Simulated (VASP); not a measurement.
# SiC (F-43m) in VASP: a series of runs, part 2 of 3

VASP 6.6.1.

## (3) G0W0 quasiparticle levels, PBE

POSCAR reads:

```
SiC
1.0
    0.0000000000      2.1790000000      2.1790000000
    2.1790000000      0.0000000000      2.1790000000
    2.1790000000      2.1790000000      0.0000000000
Si C
1 1
Direct
    0.0000000000      0.0000000000      0.0000000000
    0.2500000000      0.2500000000      0.2500000000
```

INCAR.step1 reads:

```
PREC     = Accurate       # precision mode
ENCUT    = 500            # plane-wave cutoff, eV
EDIFF    = 1E-8           # SCF threshold, eV
ISMEAR   = 0              # smearing method
SIGMA    = 0.01           # smearing width, eV
LREAL    = False          # projectors in reciprocal space
LASPH    = True           # aspherical terms in the spheres
NELM     = 80             # most SCF steps
ALGO     = Normal         # electronic algorithm
LWAVE    = True           # write WAVECAR
LCHARG   = False          # write CHGCAR
GGA      = PE             # functional
```

INCAR.step2 reads:

```
PREC     = Accurate       # precision mode
ENCUT    = 500            # plane-wave cutoff, eV
EDIFF    = 1E-8           # SCF threshold, eV
ISMEAR   = 0              # smearing method
SIGMA    = 0.01           # smearing width, eV
LREAL    = False          # projectors in reciprocal space
LASPH    = True           # aspherical terms in the spheres
NELM     = 1              # most SCF steps
ALGO     = Exact          # electronic algorithm
LWAVE    = True           # write WAVECAR
LCHARG   = False          # write CHGCAR
GGA      = PE             # functional
NBANDS   = 1622           # bands
LOPTICS  = True           # frequency-dependent dielectric function
ISTART   = 1
```

INCAR.step3 reads:

```
PREC     = Accurate       # precision mode
ENCUT    = 500            # plane-wave cutoff, eV
EDIFF    = 1E-8           # SCF threshold, eV
ISMEAR   = 0              # smearing method
SIGMA    = 0.01           # smearing width, eV
LREAL    = False          # projectors in reciprocal space
LASPH    = True           # aspherical terms in the spheres
ALGO     = EVGW0          # electronic algorithm
LWAVE    = False          # write WAVECAR
LCHARG   = False          # write CHGCAR
GGA      = PE             # functional
NELMGW   = 1            
NBANDS   = 1622           # bands
ENCUTGW  = 200            # cutoff of the response function
NOMEGA   = 48             # frequency points
PRECFOCK = Fast         
ISTART   = 1            
NBANDSGW = 12
```

KPOINTS reads:

```
regular mesh
0
Gamma
  2 2 2
```

Potentials or basis: VASP PAW PBE potentials, release 64 (Si_GW, C_GW).

Command:

```
cat potpaw_PBE.64/Si_GW/POTCAR potpaw_PBE.64/C_GW/POTCAR > POTCAR
cp INCAR.step1 INCAR
mpirun -np 1 vasp_std > vasp.out
cp INCAR.step2 INCAR
mpirun -np 1 vasp_std > vasp.out
cp INCAR.step3 INCAR
mpirun -np 1 vasp_std > vasp.out
```

OUTCAR:

```text
PREC = Accurate
   ENCUT = 500
   EDIFF = 1E-8
   ISMEAR = 0
   LREAL = False
   LASPH = True
   GGA = PE
   NELMGW = 1
   ENCUTGW = 200
   PRECFOCK = Fast
   ISTART = 1

 ion  position               nearest neighbor table
   1  0.000  0.000  0.000-   2 1.89   2 1.89   2 1.89   2 1.89
   2  0.250  0.250  0.250-   1 1.89   1 1.89   1 1.89   1 1.89

  LATTYP: Found a face centered cubic cell.
 ALAT       =     4.3580000000

  Lattice vectors:

 A1 = (   0.0000000000,   2.1790000000,   2.1790000000)
 A2 = (   2.1790000000,   0.0000000000,   2.1790000000)
 A3 = (   2.1790000000,   2.1790000000,   0.0000000000)

Analysis of symmetry for initial positions (statically):
=====================================================================
 Subroutine PRICEL returns:
 Original cell was already a primitive cell.

 Routine SETGRP: Setting up the symmetry group for a
 face centered cubic supercell.

 Subroutine GETGRP returns: Found 24 space group operations
 (whereof 24 operations were pure point group operations)
 out of a pool of 48 trial point group operations.

The static configuration has the point symmetry T_d .

Analysis of symmetry for dynamics (positions and initial velocities):
=====================================================================
 Subroutine PRICEL returns:
 Original cell was already a primitive cell.

 Routine SETGRP: Setting up the symmetry group for a
[... 98 lines left out ...]
   EFERMI =   0.00;   METHOD = LEGACY
   ISMEAR =     0;   SIGMA  =   0.01  broadening in eV -4-tet -1-fermi 0-gaus
   EFERMI_NEDOS =   21; number of points for ismear=-14 and -15
   IALGO  =     38    algorithm
   IMIX   =      4    mixing-type and parameters
     AMIX     =   0.40;   BMIX     =  1.00
     AMIX_MAG =   1.60;   BMIX_MAG =  1.00
  volume/ion in A,a.u.               =      10.35        69.82
  Fermi-wavevector in a.u.,A,eV,Ry     =   1.192626  2.253736 19.352338  1.422357
  Thomas-Fermi vector in A             =   2.328660
   LORBIT       =      0    0 simple, 1 ext, 2 COOP (PROOUT), +10 PAW based schemes
   GGA     = PE    functional components
   LHFCALC =     T    Hartree Fock is set to
   PRECFOCK=fast      Normal, Fast or Accurate (Low or Medium for compatibility)
   ENCUT4O =  -1.0   cutoff for four orbital integrals eV
   NKREDX  =     1    reduce k-point grid by
   NKREDY  =     1    reduce k-point grid by
   NKREDZ  =     1    reduce k-point grid by
   AEXX    =    1.0000 exact exchange contribution
   HFSCREEN=    0.0000 screening length (either q_TF or 0.3 A-1)
   HFSCREENC=   0.0000 screening length for correlation (either q_TF or 0.3 A-1)
   ENCUTFOCK=  -1.0 apply spherical cutoff to Coloumb kernel
   IVDW    =     0    specifies the selected vdW correction
   LEPSILON=     F    determine dielectric tensor
   LRPA    =     F    only Hartree local field effects (RPA)
   LRPAFORCE           =     F    calculate RPA forces
   ENCUTGW             = 200.0    cutoff for response function in eV
   ENCUTGWSOFT         = 160.0    soft cutoff for Coulomb kernel in GW response function in eV
   ENCUTLF             =  -1.0    cutoff for local field effects
   NELMGW              =     1    number of iterations in solving QP/BSE equation
   NELMHF              =     1    number of iterations in the inner HF iteration
   NKREDLFX            =     1    NKREDLFY  =   1   NKREDLFZ  =   1
 non-spin polarized calculation
 Gauss-broadening in eV      SIGMA  =   0.01
  energy-cutoff  :      500.00
  volume of cell :       20.69
 maximum number of plane-waves:       544
 NGX is ok and might be reduce to    24
  NGX = 14; NGY = 14; NGZ = 14
   NGX = 11   NGY = 11   NGZ = 11
 maximum number of plane-waves:       138

 QP shifts <psi_nk| G(iteration)W_0 |psi_nk>: iteration 1
 for sc-GW calculations column KS-energies equals QP-energies in previous step
 and V_xc(KS)=  KS-energies - (<T + V_ion + V_H > + <T+V_H+V_ion>^1  + <V_x>^1)

 k-point   1 :       0.0000    0.0000    0.0000
  band No.  KS-energies  QP-energies   sigma(KS)   V_xc(KS)     V^pw_x(r,r')   Z            occupation Imag(sigma)

      1      -7.3380      -8.7659     -14.7014     -12.6184     -21.3543       0.6855       2.0000       0.9770
      2       8.3135       7.4783     -15.8995     -14.8289     -18.8161       0.7801       2.0000       0.1291
      3       8.3135       7.4783     -15.8995     -14.8289     -18.8161       0.7801       2.0000       0.1291
      4       8.3135       7.4783     -15.8995     -14.8289     -18.8161       0.7801       2.0000       0.1291
      5      14.4716      14.6489     -12.8380     -13.0634      -6.3706       0.7870       0.0000      -0.1857
      6      15.1513      15.3721     -11.1586     -11.4411      -5.0772       0.7814       0.0000      -0.1253
      7      15.1513      15.3721     -11.1586     -11.4411      -5.0772       0.7814       0.0000      -0.1253
      8      15.1513      15.3721     -11.1586     -11.4411      -5.0772       0.7814       0.0000      -0.1253
      9      22.3472      22.6779     -10.9793     -11.3701      -4.3303       0.8461       0.0000      -0.1654
     10      22.3472      22.6779     -10.9793     -11.3701      -4.3303       0.8461       0.0000      -0.1654
     11      24.3769      24.1840      -9.7434      -9.5153      -2.5991       0.8458       0.0000      -0.6490
     12      25.1518      25.0448     -10.1621     -10.0281      -2.7489       0.7980       0.0000      -0.6932
[... 20 lines left out ...]
      1      -2.1456      -3.5921     -16.0022     -14.2374     -21.5509       0.8197       2.0000       1.0829
      2       0.2166      -0.9209     -13.8997     -12.4200     -18.0020       0.7687       2.0000       0.2213
      3       4.9554       3.9391     -14.7513     -13.4480     -18.0643       0.7798       2.0000       0.1309
      4       4.9554       3.9391     -14.7513     -13.4480     -18.0643       0.7798       2.0000       0.1309
      5       9.2508       9.0550     -10.5312     -10.2857      -5.0882       0.7978       0.0000      -0.0832
      6      12.2235      12.1755     -10.6810     -10.6224      -5.0161       0.8188       0.0000      -0.0943
      7      22.1307      22.4743     -12.3692     -12.8135      -4.7278       0.7735       0.0000      -0.5060
      8      22.1307      22.4743     -12.3692     -12.8135      -4.7278       0.7735       0.0000      -0.5060
      9      23.1815      23.7437     -13.4390     -14.1375      -6.0009       0.8049       0.0000      -0.4892
     10      27.8744      28.2079     -10.6685     -11.0979      -2.8467       0.7765       0.0000      -0.7796
     11      30.1164      30.6076     -12.1651     -12.7827      -4.6705       0.7953       0.0000      -0.4890
     12      30.1164      30.6076     -12.1651     -12.7827      -4.6705       0.7953       0.0000      -0.4890
```

Wall time 39 s (1 thread of Intel Xeon Platinum 8488C (Sapphire Rapids), shared host); peak memory 0.53 GiB.

Results:

```yaml
Quasiparticle_gap: 1.58 eV
Least_direct_quasiparticle_gap: 5.12 eV
Band_gap_of_the_starting_levels_on_the_mesh: 0.94 eV
Least_direct_gap_of_the_starting_levels_on_the_mesh: 4.30 eV
```

Caveat: the k points lie up to 1.25 Å⁻¹ apart, too coarse for converged energies, forces and pressures; bands, screening cutoff and mesh are small and nothing is extrapolated, so the quasiparticle values aren't converged.

(Part 2 of 3 ends here.)
